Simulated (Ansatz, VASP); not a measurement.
K in VASP and in Ansatz

File POSCAR:

```
K
1.0
   -2.6699463634      2.6699463634      2.6699463634
    2.6699463634     -2.6699463634      2.6699463634
    2.6699463634      2.6699463634     -2.6699463634
K
1
Direct
    0.0000000000      0.0000000000      0.0000000000
```

Contents of INCAR.step1:

```
PREC     = Accurate       # precision mode
ENCUT    = 520            # plane-wave cutoff, eV
ISMEAR   = -1             # smearing method
SIGMA    = 0.01           # smearing width, eV
LREAL    = F              # projectors in reciprocal space
LASPH    = T              # aspherical terms in the spheres
NELM     = 100            # most SCF steps
NBANDS   = 10             # bands
GGA      = PE             # functional
ALGO     = Normal         # electronic algorithm
EDIFF    = 1E-4           # SCF threshold, eV
LWAVE    = T              # write WAVECAR
LCHARG   = F              # write CHGCAR
```

File INCAR.step2:

```
PREC     = Accurate       # precision mode
ENCUT    = 520            # plane-wave cutoff, eV
EDIFF    = 1E-6           # SCF threshold, eV
ISMEAR   = -1             # smearing method
SIGMA    = 0.01           # smearing width, eV
LREAL    = F              # projectors in reciprocal space
LASPH    = T              # aspherical terms in the spheres
NELM     = 100            # most SCF steps
ALGO     = Normal         # electronic algorithm
ISIF     = 2              # what is computed and relaxed
LWAVE    = F              # write WAVECAR
LCHARG   = T              # write CHGCAR
METAGGA  = R2SCAN         # meta-GGA
LMIXTAU  = T            
LELF     = T              # ELF
LVHAR    = T            
NBANDS   = 10             # bands
ISTART   = 1
```

File KPOINTS:

```
regular mesh
0
Gamma
  8 8 8
```

Input for Ansatz:

```yaml
crystal:
  lattice:
    - [-2.6699463634, 2.6699463634, 2.6699463634]
    - [2.6699463634, -2.6699463634, 2.6699463634]
    - [2.6699463634, 2.6699463634, -2.6699463634]
  atoms:
    - { symbol: K, position: [0.0, 0.0, 0.0] }
hamiltonian:
  xc: r2scan
  pseudopotentials:
    kind: paw
    azcp:
      K: "pseudopotentials/K.paw.azcp"
basis:
  ecutwfc: 500
  fft_grid_basis: typed
kpoints:
  mp_grid: { grid: [8, 8, 8], shift: [0, 0, 0] }
magnetization:
  spin_polarized: false
scf:
  occupations: { method: fermi_dirac, width: 0.01 }
  lower_state_search: "off"
output:
  stress: true
```

Alike in both runs: task single point; functional r2SCAN; k mesh 8 × 8 × 8; occupations fermi-dirac, width 0.01 eV; no spin polarisation.

```csv
,VASP,Ansatz
version,VASP 6.6.1,Ansatz 0.2.0
potentials or method,"VASP PAW PBE potentials, release 64 (K_sv), cutoff 520 eV","plane waves (500 eV) with PAW, scalar-relativistic"
valence electrons in the cell,9,9
```

```tsv
	VASP	Ansatz	Ansatz less VASP
pressure (GPa)	0.0	0.0	+0.03
```

VASP's potentials were made for PBE, not for r2SCAN.
